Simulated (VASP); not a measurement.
# Ba (Fm-3m) in VASP: settings compared

The runs below take Ba through single point, with rpbe exchange, lyp correlation, r2SCAN.

Program: VASP 6.6.1. These are calculated values, not measurements. Logs are shortened: lines on timing, memory, paths and dates and some standing lists are left out, and cuts for length are marked.

**1. The cell of the first run**

Symmetry: Fm-3m, No. 225, cubic system. Conventional cell: a = 6.592 Å, b = 6.592 Å, c = 6.592 Å, α = 90.00°, β = 90.00°, γ = 90.00°.

This isn't the form of Ba at room conditions, which is bcc.

**2. Single point, rpbe exchange, lyp correlation (71.62 Å³/atom)**

Input file INCAR:

```
PREC = Accurate ; ENCUT = 500
EDIFF = 1E-6 ; ISMEAR = -1
SIGMA = 0.025 ; LREAL = F
LASPH = T ; NELM = 120
ALGO = Normal ; ISIF = 2
LWAVE = F ; LCHARG = F
GGA = LIBXC ; LIBXC1 = GGA_X_RPBE
LIBXC2 = GGA_C_LYP ; NBANDS = 11
GGA_COMPAT = F
```

Input file KPOINTS:

```
Automatic mesh
0
Gamma
  7 7 7
```

Input file POSCAR:

```
Ba
1.0
    0.0000000000      3.2960666875      3.2960666875
    3.2960666875      0.0000000000      3.2960666875
    3.2960666875      3.2960666875      0.0000000000
Ba
1
Direct
    0.0000000000      0.0000000000      0.0000000000
```

Potentials or basis: VASP PAW PBE potentials, release 64 (Ba_sv).

Started as:

```console
> cat potpaw_PBE.64/Ba_sv/POTCAR > POTCAR
> mpirun -np 1 vasp_std > vasp.out
```

OUTCAR:

```text
PREC = Accurate
   ENCUT = 500
   EDIFF = 1E-6
   ISMEAR = -1
   LREAL = F
   LASPH = T
   NELM = 120
   ISIF = 2
   GGA = LIBXC

 ion  position               nearest neighbor table
   1  0.000  0.000  0.000-

  LATTYP: Found a face centered cubic cell.
 ALAT       =     6.5921333750

  Lattice vectors:

 A1 = (   0.0000000000,   3.2960666875,   3.2960666875)
 A2 = (   3.2960666875,   0.0000000000,   3.2960666875)
 A3 = (   3.2960666875,   3.2960666875,   0.0000000000)

Analysis of symmetry for initial positions (statically):
=====================================================================
 Subroutine PRICEL returns:
 Original cell was already a primitive cell.

 Routine SETGRP: Setting up the symmetry group for a
 face centered cubic supercell.

 Subroutine GETGRP returns: Found 48 space group operations
 (whereof 48 operations were pure point group operations)
 out of a pool of 48 trial point group operations.

The static configuration has the point symmetry O_h .

Analysis of symmetry for dynamics (positions and initial velocities):
=====================================================================
 Subroutine PRICEL returns:
 Original cell was already a primitive cell.

 Routine SETGRP: Setting up the symmetry group for a
 face centered cubic supercell.

 Subroutine GETGRP returns: Found 48 space group operations
 (whereof 48 operations were pure point group operations)
 out of a pool of 48 trial point group operations.

The dynamic configuration has the point symmetry O_h .

 Subroutine INISYM returns: Found 48 space group operations
 (whereof 48 operations are pure point group operations),
 and found     1 'primitive' translations

----------------------------------------------------------------------------------------

                                     Primitive cell

  volume of cell :      71.6173

  direct lattice vectors                    reciprocal lattice vectors
     0.000000000  3.296066688  3.296066688    -0.151695960  0.151695960  0.151695960
     3.296066688  0.000000000  3.296066688     0.151695960 -0.151695960  0.151695960
     3.296066688  3.296066688  0.000000000     0.151695960  0.151695960 -0.151695960

  length of vectors
     4.661342212  4.661342212  4.661342212     0.262745110  0.262745110  0.262745110

  position of ions in fractional coordinates (direct lattice)
     0.000000000  0.000000000  0.000000000

  ion indices of the primitive-cell ions
   primitive index   ion index
                 1           1

----------------------------------------------------------------------------------------

 KPOINTS: Automatic mesh

Automatic generation of k-mesh.
 Grid dimensions read from file:
 generate k-points for:    7    7    7

 Generating k-lattice:

  Cartesian coordinates                     Fractional coordinates (reciprocal lattice)
    -0.021670851  0.021670851  0.021670851     0.142857143  0.000000000  0.000000000
     0.021670851 -0.021670851  0.021670851     0.000000000  0.142857143  0.000000000
     0.021670851  0.021670851 -0.021670851     0.000000000  0.000000000  0.142857143

  Length of vectors
     0.037535016  0.037535016  0.037535016

  Shift w.r.t. Gamma in fractional coordinates (k-lattice)
     0.000000000  0.000000000  0.000000000

 Subroutine IBZKPT returns following result:
 ===========================================

 Found     20 irreducible k-points:

 Following reciprocal coordinates:
            Coordinates               Weight
  0.000000  0.000000  0.000000      1.000000
  0.142857  0.000000  0.000000      8.000000
  0.285714  0.000000  0.000000      8.000000
  0.428571  0.000000  0.000000      8.000000
  0.142857  0.142857  0.000000      6.000000
  0.285714  0.142857  0.000000     24.000000
[... 12 lines left out ...]
 -0.428571  0.428571  0.142857     24.000000
 -0.285714  0.428571  0.142857     24.000000
   k-points           NKPTS =     20   k-points in BZ     NKDIM =     20   number of bands    NBANDS=     11
   number of dos      NEDOS =    301   number of ions     NIONS =      1
   total plane-waves  NPLWV =  46656
   dimension x,y,z NGX =    36 NGY =   36 NGZ =   36
   dimension x,y,z NGXF=    72 NGYF=   72 NGZF=   72
   ions per type =               1
   NGX,Y,Z   is equivalent  to a cutoff of  12.84, 12.84, 12.84 a.u.
   NGXF,Y,Z  is equivalent  to a cutoff of  25.68, 25.68, 25.68 a.u.
 SYSTEM =  unknown system
   PREC   = accura    normal or accurate (medium, high low for compatibility)
   ISTART =      0    job   : 0-new  1-cont  2-samecut
   ICHARG =      2    charge: 1-file 2-atom 10-const
   ISPIN  =      1    spin polarized calculation?
   LNONCOLLINEAR =      F non collinear calculations
   LSORBIT =      F    spin-orbit coupling
   LASPH  =      T    aspherical Exc in radial PAW
   ENCUT  =  500.0 eV  36.75 Ry    6.06 a.u.   8.50  8.50  8.50*2*pi/ulx,y,z
   NELM   =    120;   NELMIN=  2; NELMDL= -5     # of ELM steps
   EDIFF  = 0.1E-05   stopping-criterion for ELM
   LREAL  =      F    real-space projection
   EDIFFG = 0.1E-04   stopping-criterion for IOM
   NSW    =      0    number of steps for IOM
   IBRION =     -1    ionic relax: 0-MD 1-quasi-New 2-CG
   NFREE  =      0    steps in history (QN), initial steepest desc. (CG)
   ISIF   =      2    stress and relaxation
   ISYM   =      2    0-nonsym 1-usesym 2-fastsym
   POTIM  = 0.5000    time-step for ionic-motion
   TEBEG  =    0.0;   TEEND  =   0.0 temperature during run
   PSTRESS=    0.0 pullay stress
   NELECT =      10.0000    total number of electrons
   NUPDOWN=      -1.0000    fix difference up-down
   EMIN   =  10.00;   EMAX   =-10.00  energy-range for DOS
   EFERMI =   0.00;   METHOD = LEGACY
   ISMEAR =    -1;   SIGMA  =   0.03  broadening in eV -4-tet -1-fermi 0-gaus
   EFERMI_NEDOS =   21; number of points for ismear=-14 and -15
   IALGO  =     38    algorithm
   IMIX   =      4    mixing-type and parameters
     AMIX     =   0.40;   BMIX     =  1.00
     AMIX_MAG =   1.60;   BMIX_MAG =  1.00
  volume/ion in A,a.u.               =      71.62       483.30
  Fermi-wavevector in a.u.,A,eV,Ry     =   0.849315  1.604973  9.814374  0.721336
  Thomas-Fermi vector in A             =   1.965117
   LORBIT       =      0    0 simple, 1 ext, 2 COOP (PROOUT), +10 PAW based schemes
   GGA     = LIBXC    functional components
   LHFCALC =     F    Hartree Fock is set to
   AEXX    =    0.0000 exact exchange contribution
   IVDW    =     0    specifies the selected vdW correction
   LEPSILON=     F    determine dielectric tensor
   LRPA    =     F    only Hartree local field effects (RPA)
 non-spin polarized calculation
  energy-cutoff  :      500.00
  volume of cell :       71.62
 maximum number of plane-waves:      1841
 NGX is ok and might be reduce to    36
   NGX = 17   NGY = 17   NGZ = 17

 number of electron      10.0000000 magnetization

 Free energy of the ion-electron system (eV)
  ---------------------------------------------------
  ext. energy  EPLUGINS =         0.00000000
  ---------------------------------------------------
  free energy    TOTEN  =        -1.06326371 eV

  energy without entropy =       -1.05941392  energy(sigma->0) =       -1.06133882

 E-fermi :   1.8546     XC(G=0):  -6.4363

 val. band max:        1.8389728229   @ k =  -0.2857   0.4286   0.1429
 cond. band min:       1.8761033364   @ k =  -0.4286   0.4286   0.0000
 fundamental gap:      0.0371305135
 Fermi energy:         1.8546145175

 k-point     1 :       0.0000    0.0000    0.0000
  band No.  band energies     occupation
      1     -27.4257      2.00000
      2     -12.4493      2.00000
      3     -12.4493      2.00000
      4     -12.4493      2.00000
      5      -0.7925      2.00000
      6       3.4092      0.00000
      7       3.4092      0.00000
      8       3.4092      0.00000
      9       4.6909      0.00000
     10       4.6909      0.00000
     11       7.6722      0.00000

 k-point     2 :       0.1429    0.0000    0.0000
  band No.  band energies     occupation
      1     -27.4216      2.00000
      2     -12.5065      2.00000
      3     -12.4568      2.00000
      4     -12.4568      2.00000
      5      -0.4879      2.00000
      6       3.0977      0.00000
      7       3.5341      0.00000
      8       3.5341      0.00000
      9       4.5605      0.00000
     10       4.5605      0.00000
     11       8.2344      0.00000

 k-point     3 :       0.2857    0.0000    0.0000
  band No.  band energies     occupation
      1     -27.4124      2.00000
      2     -12.6311      2.00000
      3     -12.4737      2.00000
      4     -12.4737      2.00000
      5       0.2635      2.00000
      6       2.6599      0.00000
      7       3.5148      0.00000
      8       3.5148      0.00000
      9       4.8117      0.00000
     10       4.8117      0.00000
     11       7.4581      0.00000

 k-point     4 :       0.4286    0.0000    0.0000
  band No.  band energies     occupation
      1     -27.4050      2.00000
      2     -12.7274      2.00000
      3     -12.4871      2.00000
      4     -12.4871      2.00000
      5       0.8883      2.00000
      6       2.6368      0.00000
      7       3.3178      0.00000
      8       3.3178      0.00000
      9       5.5228      0.00000
     10       5.5228      0.00000
     11       6.9406      0.00000
[... 183 lines left out ...]
 k-point    18 :      -0.4286    0.2857    0.1429
  band No.  band energies     occupation
      1     -27.4003      2.00000
      2     -12.6854      2.00000
      3     -12.5783      2.00000
      4     -12.5173      2.00000
      5       1.5934      1.99994
      6       2.1986      0.00000
      7       2.6669      0.00000
      8       3.9614      0.00000
      9       5.1976      0.00000
     10       6.0989      0.00000
     11       6.8400      0.00000

 k-point    19 :      -0.4286    0.4286    0.1429
  band No.  band energies     occupation
      1     -27.3978      2.00000
      2     -12.6884      2.00000
      3     -12.5821      2.00000
      4     -12.5488      2.00000
      5       1.4836      2.00000
      6       2.0474      0.00090
      7       2.8739      0.00000
      8       4.5201      0.00000
      9       5.5665      0.00000
     10       6.2367      0.00000
     11       6.9034      0.00000

 k-point    20 :      -0.2857    0.4286    0.1429
  band No.  band energies     occupation
      1     -27.3972      2.00000
      2     -12.6523      2.00000
      3     -12.6348      2.00000
      4     -12.5441      2.00000
      5       1.8390      1.30301
      6       2.1703      0.00001
      7       2.6506      0.00000
      8       3.9841      0.00000
      9       5.6332      0.00000
     10       6.0109      0.00000
     11       7.2327      0.00000

------------------------ aborting loop because EDIFF is reached ----------------------------------------

  FORCE on cell =-STRESS in cart. coord.  units (eV):
  Direction    XX          YY          ZZ          XY          YZ          ZX
  --------------------------------------------------------------------------------------
  -------------------------------------------------------------------------------------
  Total        0.0691377      0.0691377      0.0691377     -0.0000000     -0.0000000     -0.0000000
  in kB        1.5467044      1.5467044      1.5467044     -0.0000000     -0.0000000     -0.0000000
  external PRESSURE =       1.5467044 kB  Pullay stress =       0.0000000 kB

 VOLUME and BASIS-vectors are now :
 -----------------------------------------------------------------------------
  energy-cutoff  :      500.00
  volume of cell :       71.62
      direct lattice vectors                 reciprocal lattice vectors
     0.000000000  3.296066688  3.296066688    -0.151695960  0.151695960  0.151695960
     3.296066688  0.000000000  3.296066688     0.151695960 -0.151695960  0.151695960
     3.296066688  3.296066688  0.000000000     0.151695960  0.151695960 -0.151695960

 POSITION                                       TOTAL-FORCE (eV/Angst)
 -----------------------------------------------------------------------------------
      0.00000      0.00000      0.00000         0.000000      0.000000     -0.000000
 -----------------------------------------------------------------------------------
    total drift:                               -0.000000      0.000000      0.000000

  FREE ENERGIE OF THE ION-ELECTRON SYSTEM (eV)
  ---------------------------------------------------
  free  energy   TOTEN  =        -1.0632637088 eV

  energy  without entropy=       -1.0594139234  energy(sigma->0) =       -1.06133882
```

It took 30 s on 1 thread of Intel Xeon Platinum 8259CL at 2.50GHz (Skylake/Cascade Lake), shared host; peak memory 0.2 GiB.

Results:

```
Free energy            : -1.0633 eV
Pressure               : 0.2 GPa
Band gap on the k mesh : zero (bands 5 and 6 overlap by 0.02 eV)
```

Caveat: the PAW data sets were made with another functional, which shifts forces and pressure a little; spin-orbit coupling is left out, which moves the levels of the heavy elements.

**3. Single point, r2SCAN**

This run uses another cell than the first one, of 67.56 Å³/atom.

Input file POSCAR:

```
Ba
1.0
    0.0000000000      3.2326650028      3.2326650028
    3.2326650028      0.0000000000      3.2326650028
    3.2326650028      3.2326650028      0.0000000000
Ba
1
Direct
    0.0000000000      0.0000000000      0.0000000000
```

Input file INCAR.step1:

```
SYSTEM = Ba
ALGO = Normal
EDIFF = 1E-4
ENCUT = 520
GGA = PE
ISMEAR = -1
LASPH = .True.
LCHARG = .False.
LREAL = .False.
LWAVE = .True.
NBANDS = 11
NELM = 60
PREC = Accurate
SIGMA = 0.05
```

Input file INCAR.step2:

```
SYSTEM = Ba
ALGO = Normal
EDIFF = 1E-6
ENCUT = 520
ISIF = 2
ISMEAR = -1
ISTART = 1
LASPH = .True.
LCHARG = .False.
LMIXTAU = .True.
LREAL = .False.
LWAVE = .False.
METAGGA = R2SCAN
NBANDS = 11
NELM = 60
PREC = Accurate
SIGMA = 0.05
```

Input file KPOINTS:

```
k-points
0
Gamma
  7 7 7
  0 0 0
```

Potentials or basis: VASP PAW PBE potentials, release 64 (Ba_sv).

Started as:

```console
> cat potpaw_PBE.64/Ba_sv/POTCAR > POTCAR
> cp INCAR.step1 INCAR
> mpirun -np 1 vasp_std > vasp.out
> cp INCAR.step2 INCAR
> mpirun -np 1 vasp_std > vasp.out
```

It took 1.9 min on 1 thread of Intel Xeon 8259CL, shared host; peak memory 0.22 GiB.

It converged, with:

| Property | Result |
| --- | --- |
| Free energy | -26.4079 eV |
| Pressure | 0.0 GPa |

Levels at points of the mesh, in eV from the Fermi level:
```csv
k point,band 2,band 3,band 4,band 5,band 6,band 7,band 8,band 9
"(0.00, 0.00, 0.00)",-14.65,-14.65,-14.65,-2.91,1.95,1.95,1.95,3.45
```

Caveat: the PAW data sets were made with another functional, which shifts forces and pressure a little; spin-orbit coupling is left out, which moves the levels of the heavy elements.
